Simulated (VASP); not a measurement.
# Au: single point with PBE

Crystal: Au.

```
CELL_PARAMETERS angstrom
0.00000 4.08074 4.08074
4.08074 0.00000 4.08074
4.08074 4.08074 0.00000
ATOMIC_POSITIONS crystal
Au 0.98031 0.00632 0.99008
Au 0.98028 0.52136 0.99007
Au 0.00925 0.49795 0.49287
Au 0.42402 0.99798 0.07810
Au 0.51206 0.98959 0.52183
Au 0.49392 0.49796 0.00820
Au 0.51203 0.47459 0.52182
```

- Program: VASP 6.6.1
- Task: single point
- Functional: PBE
- Potentials or basis: VASP PAW PBE potentials, release 64 (Au)
- Cutoff: 520 eV
- k mesh: 3 × 3 × 3
- Occupations: fermi-dirac, width 0.1 eV
- Spin: no spin polarisation
- Dipole correction: no
- Further INCAR settings: ALGO = Normal; EDIFF = 1e-07; NBANDS = 48

* Pressure: 0.9 GPa
* Largest force: 0.622 eV/Å
* Band gap on the k mesh: zero (an odd number of electrons rules out a gap without spin polarisation)

Forces in eV/Å, atoms in the order of the input:
```
Au   0.094  0.093 -0.049
Au   0.049  0.094 -0.094
Au   0.091  0.000 -0.091
Au  -0.440  0.000  0.440
Au   0.049 -0.094 -0.094
Au   0.061  0.000 -0.061
Au   0.094 -0.093 -0.049
```

Stress tensor (GPa, compression positive):
```
0.82 0.00 0.16
0.00 1.10 0.00
0.16 0.00 0.82
```

Levels at points of the mesh, in eV from the Fermi level:
| k point | band 37 | band 38 | band 39 | band 40 | band 41 | band 42 |
| --- | --- | --- | --- | --- | --- | --- |
| (0.00, 0.00, 0.00) | -0.51 | -0.22 | -0.11 | -0.02 | 2.03 | 2.19 |

It took 3.4 min on 1 thread of Intel Xeon 8259CL, with other jobs on the host, peak memory 0.34 GiB.

Caveat: the k points lie up to 0.44 Å⁻¹ apart, too coarse for converged energies and pressures of a metal; spin-orbit coupling is left out, which moves the levels of the heavy elements.
